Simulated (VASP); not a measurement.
Write the native input for VASP 6.6.1 that does the following.

```yaml
Task: single point
Functional: HSE06
Potentials_or_basis: VASP PAW PBE potentials, release 64 (Hf_pv)
Cutoff: 520 eV
k_mesh: 6 × 6 × 6
Occupations: fermi-dirac, width 0.1 eV
Spin: no spin polarisation
Dipole_correction: no
Grid_for_exact_exchange_PRECFOCK: Normal
Further_INCAR_settings: ALGO = Normal; EDIFF = 1e-07; NBANDS = 11
Screening_parameter: 0.2079 1/Å
```

The system is Hf.

```
CELL_PARAMETERS angstrom
2.91739 0.00000 0.00000
0.00000 2.91739 0.00000
0.00000 0.00000 2.91739
ATOMIC_POSITIONS crystal
Hf 0.00000 0.00000 0.00000
```

The input as run:

POSCAR

```
Hf
1.0
    2.9173859248      0.0000000000      0.0000000000
    0.0000000000      2.9173859248      0.0000000000
    0.0000000000      0.0000000000      2.9173859248
Hf
1
Direct
    0.0000000000      0.0000000000      0.0000000000
```

INCAR.step1

```
PREC = Accurate
ENCUT = 520
EDIFF = 1E-5
ISMEAR = -1
SIGMA = 0.1
LREAL = F
LASPH = T
NELM = 60
ALGO = Normal
ISIF = 2
LWAVE = T
LCHARG = F
GGA = PE
NBANDS = 11
```

INCAR.step2

```
PREC = Accurate
ENCUT = 520
EDIFF = 1E-7
ISMEAR = -1
SIGMA = 0.1
LREAL = F
LASPH = T
NELM = 60
ALGO = Normal
ISIF = 2
LWAVE = F
LCHARG = F
GGA = PE
LHFCALC = T
HFSCREEN = 0.2079
PRECFOCK = Normal
ISTART = 1
NBANDS = 11
```

KPOINTS

```
regular mesh
0
Gamma
  6 6 6
```

Potentials or basis: VASP PAW PBE potentials, release 64 (Hf_pv).

Command:

```console
$ cat potpaw_PBE.64/Hf_pv/POTCAR > POTCAR
$ cp INCAR.step1 INCAR
$ mpirun -np 1 vasp_std > vasp.out
$ cp INCAR.step2 INCAR
$ mpirun -np 1 vasp_std > vasp.out
```

Results of the run:

```json
{
 "Pressure": "-0.9 GPa",
 "Band gap on the k mesh": "zero (band 5 reaches 4.63 eV, above the bottom of band 6 at 2.02 eV)"
}
```

Caveat: the PAW data sets were made with another functional, which shifts forces and pressure a little; spin-orbit coupling is left out, which moves the levels of the heavy elements.

Wall time 9.4 min on 1 thread of Intel(R) Xeon(R) 6975P-C (Granite Rapids), on a shared host, peak memory 0.25 GiB.
